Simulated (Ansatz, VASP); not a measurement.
# AlN: VASP beside Ansatz

```
Al N
1.0
     0.00000    2.18866    2.18866
     2.18866    0.00000    2.18866
     2.18866    2.18866    0.00000
Al N
1 1
Direct
  0.99099 0.01352 0.00901
  0.76736 0.72396 0.73264
```

Change from the starting cell: mode 4 frozen in at -0.095 Å and mode 5 at -0.019 Å (largest displacements).

Alike in both runs: task single point; functional PBEsol; k mesh 10 × 10 × 10; occupations gaussian, width 0.05 eV; no spin polarisation.

|  | VASP | Ansatz |
| --- | --- | --- |
| version | VASP 6.6.1 | Ansatz 0.2.0 |
| potentials or method | VASP PAW PBE potentials, release 64 (Al, N), cutoff 520 eV | scalar-relativistic, plane waves, PAW |
| valence electrons in the cell | 8 | 8 |

```tsv
	VASP	Ansatz	Ansatz less VASP
gap on the k mesh at the Fermi level (eV)	2.81	2.82	+0.007
least direct gap on the mesh (eV)	3.67	3.66	-0.016
pressure (GPa)	2.7	2.6	-0.06
traceless stress, the component that is largest in VASP (GPa)	-10.31	-10.15	+0.165
rms of the force components (eV/Å)	1.218	1.208	-0.0099
```

VASP's potentials were made for PBE, not for PBEsol, and Ansatz warns of the same on its side. Atom by atom the forces differ by 0.010 eV/Å (rms over components). The functional is the same, so the differences come from potentials, cutoffs and numerics.
